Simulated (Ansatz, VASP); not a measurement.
**In: VASP beside Ansatz**

```
In
1.0
    -1.67493    1.67493    2.47395
     1.67493   -1.67493    2.47395
     1.67493    1.67493   -2.47395
In
1
Direct
  0.00000 0.00000 0.00000
```

Change from the starting cell: strain +0.030 along x and y, +0.000 along z, atoms carried along.

Alike in both runs: task single point; functional PBE; k mesh 20 × 20 × 20; occupations gaussian, width 0.15 eV; no spin polarisation.

|  | VASP | Ansatz |
| --- | --- | --- |
| version | VASP 6.6.1 | Ansatz 0.2.0 |
| potentials or method | VASP PAW PBE potentials, release 64 (In_d), cutoff 520 eV | scalar-relativistic, plane waves, PAW |
| valence electrons in the cell | 13 | 13 |

|  | VASP | Ansatz | Ansatz less VASP |
| --- | --- | --- | --- |
| gap on the k mesh at the Fermi level (eV) | none | none | - |
| pressure (GPa) | -0.3 | -0.3 | +0.01 |

A gap of «none» marks a metal or a gap that the smearing closes. With one functional, cell and mesh, what is left measures potentials, basis and numerics.
